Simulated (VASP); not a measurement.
Ta, 1 atom in the cell. The structure is cubic, space group Im-3m (No. 229). The conventional cell has a = 3.303 Å, b = 3.303 Å, c = 3.303 Å, α = 90.00°, β = 90.00°, γ = 90.00°. Within 3.8 Å of Ta (site symmetry m-3m) lie 14 Ta at 2.86 to 3.30 Å. 

```yaml
Program: VASP 6.6.1
Task: relaxation of cell and atoms
Functional: PBE-based screened hybrid with 25 % exact exchange
Potentials_or_basis: VASP PAW PBE potentials, release 64 (Ta_pv)
Cutoff: 600 eV
k_mesh: 6 × 6 × 6
Occupations: fermi-dirac, width 0.05 eV
Spin: no spin polarisation
Dipole_correction: no
Grid_for_exact_exchange_PRECFOCK: Normal
Share_of_exact_exchange: 0.25
Further_INCAR_settings: ALGO = Normal; EDIFF = 1e-06; IBRION = 2; EDIFFG = -0.01; NSW = 60; ISIF = 3
Screening_parameter: 0.3 1/Å
```

Potentials or basis: VASP PAW PBE potentials, release 64 (Ta_pv).

Command:

```sh
$ cat potpaw_PBE.64/Ta_pv/POTCAR > POTCAR
$ cp INCAR.step1 INCAR
$ mpirun -np 1 vasp_std > vasp.out
$ cp INCAR.step2 INCAR
$ mpirun -np 1 vasp_std > vasp.out
```

Hardware: 1 thread of Intel(R) Xeon(R) Platinum 8488C (Sapphire Rapids) (shared host).

Question: How long does it take, and how much memory?

Answer: It took 21 min on 1 thread of Intel(R) Xeon(R) Platinum 8488C (Sapphire Rapids), on a shared host, peak memory 0.26 GiB. Counts: k points 16, ion steps 3.
